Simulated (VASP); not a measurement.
Be, 2 atoms in the cell. Symmetry: P6_3/mmc, No. 194, hexagonal system. Conventional cell: a = 2.342 Å, b = 2.342 Å, c = 3.663 Å, α = 90.00°, β = 90.00°, γ = 120.00°. Within 3.0 Å of Be (site symmetry -6m2) lie 12 Be at 2.28 to 2.34 Å. 

```yaml
Program: VASP 6.6.1
Task: single point
Functional: PBE
Potentials_or_basis: VASP PAW PBE potentials, release 64 (Be)
Cutoff: 520 eV
k_mesh: 24 × 24 × 12
Occupations: gaussian, width 0.1 eV
Spin: no spin polarisation
Dipole_correction: no
Further_INCAR_settings: ALGO = Fast; EDIFF = 1e-07; NBANDS = 9
```

Potentials or basis: VASP PAW PBE potentials, release 64 (Be).

Run with:

```bash
$ cat potpaw_PBE.64/Be/POTCAR > POTCAR
$ mpirun -np 1 vasp_std > vasp.out
```

Hardware: 1 thread of Intel Xeon 8259CL, with other jobs on the host.

Q: Estimate the wall time of this run.

A: Wall time 94 s on 1 thread of Intel Xeon 8259CL (shared host), peak memory 0.17 GiB. Counts: scf iterations 13, k points 427.
